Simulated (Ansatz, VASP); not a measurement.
**S in VASP and in Ansatz**

```xyz
6
Lattice="6.7264 3.8835 2.1135 -6.7264 3.8835 2.1135 0.0000 -7.7669 2.1135" Properties=species:S:1:pos:R:3 pbc="T T T"
S     1.2798    1.3859    2.7247
S    -1.8401    0.4154    2.7247
S     0.5603   -1.8013    2.7247
S    -1.2798   -1.3859    3.6159
S     1.8401   -0.4154    3.6159
S    -0.5603    1.8013    3.6159
```

Alike in both runs: functional revPBE; k mesh 5 × 5 × 5; occupations fermi-dirac, width 0.05 eV; no spin polarisation.

Ansatz relaxed the structure, and its values are those at the end. VASP's run is a single point on that final structure, the one shown.

|  | VASP | Ansatz |
| --- | --- | --- |
| version | VASP 6.6.1 | Ansatz 0.2.0 |
| potentials or method | VASP PAW PBE potentials, release 64 (S), cutoff 520 eV | plane waves (420 eV) with PAW, scalar-relativistic |
| valence electrons in the cell | 36 | 36 |

Ansatz gave:

| Item | Value |
| --- | --- |
| pressure (GPa) | 0.0 |
| rms of the force components (eV/Å) | 0.005 |

**Question.** Estimate VASP's values.

**Answer.** Pressure (GPa): -0.3; rms of the force components (eV/Å): 0.092.

VASP's potentials were made for PBE, not for revPBE. The functional is the same, so the differences come from potentials, cutoffs and numerics.
